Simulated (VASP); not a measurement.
# BiTe (R-3m) in VASP: single point with HSE06

Aim: the single point of BiTe with HSE06.

Everything below comes from runs of VASP 6.6.1. Logs are shortened: lines on timing, memory, paths and dates and some standing lists are left out, and cuts for length are marked.

## 1. The cell of the first run

It takes space group R-3m (No. 166, trigonal). The conventional cell has a = 4.909 Å, b = 4.909 Å, c = 10.083 Å, α = 90.00°, β = 90.00°, γ = 120.00°. Bi (site symmetry -3m) has 6 Te at 3.30 Å and 6 Bi at 4.40 Å within 4.4 Å. Within 4.4 Å of Te (site symmetry -3m) lie 6 Bi at 3.30 Å and 6 Te at 4.40 Å.

## 2. Single point, HSE06

POSCAR

```
BiTe
1.0
    2.4545891627      1.4171577139      3.3609455389
   -2.4545891627      1.4171577139      3.3609455389
    0.0000000000     -2.8343154277      3.3609455389
Bi Te
1 1
Direct
    0.5000000000      0.5000000000      0.5000000000
    0.0000000000      0.0000000000      0.0000000000
```

INCAR.step1

```
PREC     = Accurate       # precision mode
ENCUT    = 520            # plane-wave cutoff, eV
EDIFF    = 1E-5           # SCF threshold, eV
ISMEAR   = -1             # smearing method
SIGMA    = 0.05           # smearing width, eV
LREAL    = F              # projectors in reciprocal space
LASPH    = T              # aspherical terms in the spheres
NELM     = 60             # most SCF steps
ALGO     = Normal         # electronic algorithm
ISIF     = 2              # what is computed and relaxed
LWAVE    = T              # write WAVECAR
NBANDS   = 18             # bands
GGA      = PE             # functional
```

INCAR.step2

```
PREC     = Accurate       # precision mode
ENCUT    = 520            # plane-wave cutoff, eV
EDIFF    = 1E-6           # SCF threshold, eV
ISMEAR   = -1             # smearing method
SIGMA    = 0.05           # smearing width, eV
LREAL    = F              # projectors in reciprocal space
LASPH    = T              # aspherical terms in the spheres
NELM     = 60             # most SCF steps
ALGO     = Normal         # electronic algorithm
ISIF     = 2              # what is computed and relaxed
LWAVE    = F              # write WAVECAR
LCHARG   = T              # write CHGCAR
GGA      = PE             # functional
LHFCALC  = T              # exact exchange
HFSCREEN = 0.2079         # screening, 1/A
PRECFOCK = Normal       
LELF     = T              # ELF
LVHAR    = T            
NBANDS   = 18             # bands
ISTART   = 1
```

KPOINTS

```
regular mesh
0
Gamma
  4 4 4
```

Potentials or basis: VASP PAW PBE potentials, release 64 (Bi_d, Te).

Launch:

```console
$ cat potpaw_PBE.64/Bi_d/POTCAR potpaw_PBE.64/Te/POTCAR > POTCAR
$ cp INCAR.step1 INCAR
$ mpirun -np 1 vasp_std > vasp.out
$ cp INCAR.step2 INCAR
$ mpirun -np 1 vasp_std > vasp.out
```

OUTCAR:

```text
PREC = Accurate
   ENCUT = 520
   EDIFF = 1E-6
   ISMEAR = -1
   LREAL = F
   LASPH = T
   NELM = 60
   ISIF = 2
   GGA = PE
   LHFCALC = T
   HFSCREEN = 0.2079
   PRECFOCK = Normal
   ISTART = 1

 ion  position               nearest neighbor table
   1  0.500  0.500  0.500-   2 3.30   2 3.30   2 3.30   2 3.30   2 3.30   2 3.30
   2  0.000  0.000  0.000-   1 3.30   1 3.30   1 3.30   1 3.30   1 3.30   1 3.30

  LATTYP: Found a trigonal (rhomboedric) cell.
 ALAT       =     4.3965098498
 COS(alpha) =     0.3765932224

  Lattice vectors:

 A1 = (   2.4545891627,   1.4171577139,   3.3609455389)
 A2 = (  -2.4545891627,   1.4171577139,   3.3609455389)
 A3 = (   0.0000000000,  -2.8343154277,   3.3609455389)

Analysis of symmetry for initial positions (statically):
=====================================================================
 Subroutine PRICEL returns:
 Original cell was already a primitive cell.

 Routine SETGRP: Setting up the symmetry group for a
 trigonal (rhombohedral) supercell.

 Subroutine GETGRP returns: Found 12 space group operations
 (whereof 12 operations were pure point group operations)
 out of a pool of 12 trial point group operations.

The static configuration has the point symmetry D_3d.

Analysis of symmetry for dynamics (positions and initial velocities):
=====================================================================
 Subroutine PRICEL returns:
 Original cell was already a primitive cell.

 Routine SETGRP: Setting up the symmetry group for a
 trigonal (rhombohedral) supercell.

 Subroutine GETGRP returns: Found 12 space group operations
 (whereof 12 operations were pure point group operations)
 out of a pool of 12 trial point group operations.

The dynamic configuration has the point symmetry D_3d.

 Subroutine INISYM returns: Found 12 space group operations
 (whereof 12 operations are pure point group operations),
 and found     1 'primitive' translations

----------------------------------------------------------------------------------------

                                     Primitive cell

  volume of cell :      70.1471

  direct lattice vectors                    reciprocal lattice vectors
     2.454589163  1.417157714  3.360945539     0.203700076  0.117606294  0.099178439
    -2.454589163  1.417157714  3.360945539    -0.203700076  0.117606294  0.099178439
     0.000000000 -2.834315428  3.360945539     0.000000000 -0.235212588  0.099178439

  length of vectors
     4.396509850  4.396509850  4.396509850     0.255267163  0.255267163  0.255267163

  position of ions in fractional coordinates (direct lattice)
     0.500000000  0.500000000  0.500000000
     0.000000000  0.000000000  0.000000000

  ion indices of the primitive-cell ions
   primitive index   ion index
                 1           1
                 2           2

----------------------------------------------------------------------------------------

 KPOINTS: regular mesh

Automatic generation of k-mesh.
 Grid dimensions read from file:
 generate k-points for:    4    4    4

 Generating k-lattice:

  Cartesian coordinates                     Fractional coordinates (reciprocal lattice)
     0.050925019  0.029401573  0.024794610     0.250000000  0.000000000  0.000000000
    -0.050925019  0.029401573  0.024794610     0.000000000  0.250000000  0.000000000
     0.000000000 -0.058803147  0.024794610     0.000000000  0.000000000  0.250000000

  Length of vectors
     0.063816791  0.063816791  0.063816791

  Shift w.r.t. Gamma in fractional coordinates (k-lattice)
     0.000000000  0.000000000  0.000000000

 Subroutine IBZKPT returns following result:
 ===========================================

 Found     13 irreducible k-points:

 Following reciprocal coordinates:
            Coordinates               Weight
  0.000000  0.000000  0.000000      1.000000
  0.250000  0.000000  0.000000      6.000000
  0.500000  0.000000  0.000000      3.000000
  0.250000  0.250000  0.000000      6.000000
  0.500000  0.250000 -0.000000     12.000000
 -0.250000  0.250000  0.000000      6.000000
  0.500000  0.500000  0.000000      3.000000
  0.250000  0.250000  0.250000      2.000000
  0.500000  0.250000  0.250000      6.000000
 -0.250000  0.250000  0.250000      6.000000
  0.500000  0.500000  0.250000      6.000000
 -0.250000  0.500000  0.250000      6.000000
  0.500000  0.500000  0.500000      1.000000
   k-points           NKPTS =     13   k-points in BZ     NKDIM =     64   number of bands    NBANDS=     18
   number of dos      NEDOS =    301   number of ions     NIONS =      2
   total plane-waves  NPLWV =  46656
   dimension x,y,z NGX =    36 NGY =   36 NGZ =   36
   dimension x,y,z NGXF=    72 NGYF=   72 NGZF=   72
   ions per type =               1   1
   NGX,Y,Z   is equivalent  to a cutoff of  13.61, 13.61, 13.61 a.u.
   NGXF,Y,Z  is equivalent  to a cutoff of  27.23, 27.23, 27.23 a.u.
 SYSTEM =  unknown system
   PREC   = accura    normal or accurate (medium, high low for compatibility)
   ISTART =      1    job   : 0-new  1-cont  2-samecut
   ICHARG =      0    charge: 1-file 2-atom 10-const
   ISPIN  =      1    spin polarized calculation?
   LNONCOLLINEAR =      F non collinear calculations
   LSORBIT =      F    spin-orbit coupling
   LASPH  =      T    aspherical Exc in radial PAW
   ENCUT  =  520.0 eV  38.22 Ry    6.18 a.u.   8.17  8.17  8.17*2*pi/ulx,y,z
   NELM   =     60;   NELMIN=  2; NELMDL=  0     # of ELM steps
   EDIFF  = 0.1E-05   stopping-criterion for ELM
   LREAL  =      F    real-space projection
   EDIFFG = 0.1E-04   stopping-criterion for IOM
   NSW    =      0    number of steps for IOM
   IBRION =     -1    ionic relax: 0-MD 1-quasi-New 2-CG
   NFREE  =      0    steps in history (QN), initial steepest desc. (CG)
   ISIF   =      2    stress and relaxation
   ISYM   =      3    0-nonsym 1-usesym 2-fastsym
   POTIM  = 0.5000    time-step for ionic-motion
   TEBEG  =    0.0;   TEEND  =   0.0 temperature during run
   PSTRESS=    0.0 pullay stress
   NELECT =      21.0000    total number of electrons
   NUPDOWN=      -1.0000    fix difference up-down
   EMIN   =  10.00;   EMAX   =-10.00  energy-range for DOS
   EFERMI =   0.00;   METHOD = LEGACY
   ISMEAR =    -1;   SIGMA  =   0.05  broadening in eV -4-tet -1-fermi 0-gaus
   EFERMI_NEDOS =   21; number of points for ismear=-14 and -15
   IALGO  =     38    algorithm
   IMIX   =      1    mixing-type and parameters
     AMIX     =   0.40;   BMIX     =  1.00
     AMIX_MAG =   1.60;   BMIX_MAG =  1.00
  volume/ion in A,a.u.               =      35.07       236.69
  Fermi-wavevector in a.u.,A,eV,Ry     =   1.095161  2.069554 16.318527  1.199378
  Thomas-Fermi vector in A             =   2.231480
   LORBIT       =      0    0 simple, 1 ext, 2 COOP (PROOUT), +10 PAW based schemes
   GGA     = PE    functional components
   LHFCALC =     T    Hartree Fock is set to
   PRECFOCK=normal    Normal, Fast or Accurate (Low or Medium for compatibility)
   ENCUT4O =  -1.0   cutoff for four orbital integrals eV
   NKREDX  =     1    reduce k-point grid by
   NKREDY  =     1    reduce k-point grid by
   NKREDZ  =     1    reduce k-point grid by
   AEXX    =    0.2500 exact exchange contribution
   HFSCREEN=    0.2079 screening length (either q_TF or 0.3 A-1)
   HFSCREENC=   0.2079 screening length for correlation (either q_TF or 0.3 A-1)
   ENCUTFOCK=  -1.0 apply spherical cutoff to Coloumb kernel
   IVDW    =     0    specifies the selected vdW correction
   LEPSILON=     F    determine dielectric tensor
   LRPA    =     F    only Hartree local field effects (RPA)
 non-spin polarized calculation
  energy-cutoff  :      520.00
  volume of cell :       70.15
 maximum number of plane-waves:      1908
 NGX is ok and might be reduce to    36
  NGX = 28; NGY = 28; NGZ = 28

 number of electron      21.0000000 magnetization

 Free energy of the ion-electron system (eV)
  ---------------------------------------------------
  ext. energy  EPLUGINS =         0.00000000
  ---------------------------------------------------
  free energy    TOTEN  =        -8.62111694 eV

  energy without entropy =       -8.61083637  energy(sigma->0) =       -8.61597665

 E-fermi :   6.2055     XC(G=0):  -7.7725

 val. band max:        5.9027432087   @ k =   0.2500   0.2500   0.2500
 cond. band min:       6.2377842172   @ k =  -0.2500   0.2500   0.0000
 fundamental gap:      0.3350410084
 Fermi energy:         6.2054810234

 k-point     1 :       0.0000    0.0000    0.0000
  band No.  band energies     occupation
      1     -19.3363      2.00000
      2     -19.3363      2.00000
      3     -19.3340      2.00000
      4     -19.3340      2.00000
      5     -19.3214      2.00000
      6      -8.5813      2.00000
[... 10 lines left out ...]
     17      13.2021      0.00000
     18      13.4139      0.00000

 k-point     2 :       0.2500    0.0000    0.0000
  band No.  band energies     occupation
      1     -19.3378      2.00000
      2     -19.3372      2.00000
      3     -19.3345      2.00000
      4     -19.3303      2.00000
      5     -19.3200      2.00000
      6      -8.0226      2.00000
[... 10 lines left out ...]
     17      14.9370      0.00000
     18      15.6610      0.00000

 k-point     3 :       0.5000    0.0000    0.0000
  band No.  band energies     occupation
      1     -19.3410      2.00000
      2     -19.3384      2.00000
      3     -19.3333      2.00000
      4     -19.3280      2.00000
      5     -19.3166      2.00000
      6      -6.6070      2.00000
[... 10 lines left out ...]
     17      14.4651      0.00000
     18      17.3506      0.00000

 k-point     4 :       0.2500    0.2500    0.0000
  band No.  band energies     occupation
      1     -19.3420      2.00000
      2     -19.3356      2.00000
      3     -19.3338      2.00000
      4     -19.3261      2.00000
      5     -19.3201      2.00000
      6      -7.8250      2.00000
[... 144 lines left out ...]
      4     -19.3199      2.00000
      5     -19.3183      2.00000
      6      -6.5799      2.00000
[... 10 lines left out ...]
     17      16.2869      0.00000
     18      17.0175      0.00000

 k-point    12 :      -0.2500    0.5000    0.2500
  band No.  band energies     occupation
      1     -19.3452      2.00000
      2     -19.3383      2.00000
      3     -19.3278      2.00000
      4     -19.3240      2.00000
      5     -19.3176      2.00000
      6      -6.1562      2.00000
[... 10 lines left out ...]
     17      15.5681      0.00000
     18      17.6784      0.00000

 k-point    13 :       0.5000    0.5000    0.5000
  band No.  band energies     occupation
      1     -19.3443      2.00000
      2     -19.3443      2.00000
      3     -19.3235      2.00000
      4     -19.3189      2.00000
      5     -19.3189      2.00000
      6      -6.2560      2.00000
[... 10 lines left out ...]
     17      15.7782      0.00000
     18      16.7091      0.00000

------------------------ aborting loop because EDIFF is reached ----------------------------------------

  FORCE on cell =-STRESS in cart. coord.  units (eV):
  Direction    XX          YY          ZZ          XY          YZ          ZX
  --------------------------------------------------------------------------------------
  -------------------------------------------------------------------------------------
  Total       -1.7815916     -1.7815916     -1.3035598      0.0000000     -0.0000000      0.0000000
  in kB      -40.6919986    -40.6919986    -29.7736314      0.0000000     -0.0000000      0.0000000
  external PRESSURE =     -37.0525429 kB  Pullay stress =       0.0000000 kB

 VOLUME and BASIS-vectors are now :
 -----------------------------------------------------------------------------
  energy-cutoff  :      520.00
  volume of cell :       70.15
      direct lattice vectors                 reciprocal lattice vectors
     2.454589163  1.417157714  3.360945539     0.203700076  0.117606294  0.099178439
    -2.454589163  1.417157714  3.360945539    -0.203700076  0.117606294  0.099178439
     0.000000000 -2.834315428  3.360945539     0.000000000 -0.235212588  0.099178439

 POSITION                                       TOTAL-FORCE (eV/Angst)
 -----------------------------------------------------------------------------------
      0.00000      0.00000      5.04142         0.000000     -0.000000     -0.000000
      0.00000      0.00000      0.00000        -0.000000      0.000000      0.000000
 -----------------------------------------------------------------------------------
    total drift:                                0.000004      0.000003     -0.000002

  FREE ENERGIE OF THE ION-ELECTRON SYSTEM (eV)
  ---------------------------------------------------
  free  energy   TOTEN  =        -8.6211169388 eV

  energy  without entropy=       -8.6108363685  energy(sigma->0) =       -8.61597665
```

Wall time 34 min (1 thread of Oxide Virtual Turin-like, shared host); peak memory 0.3 GiB.

Results:

| Item | Value |
| --- | --- |
| Free energy | -8.6211 eV |
| Pressure | -3.7 GPa |
| Band gap on the k mesh | zero (an odd number of electrons rules out a gap without spin polarisation) |

Stress tensor (GPa, compression positive):
```
-4.07  0.00  0.00
 0.00 -4.07  0.00
 0.00  0.00 -2.98
```

Caveat: the k points lie up to 0.40 Å⁻¹ apart, too coarse for converged energies and pressures of a metal; the PAW data sets were made with another functional, which shifts forces and pressure a little; spin-orbit coupling is left out, which moves the levels of the heavy elements.
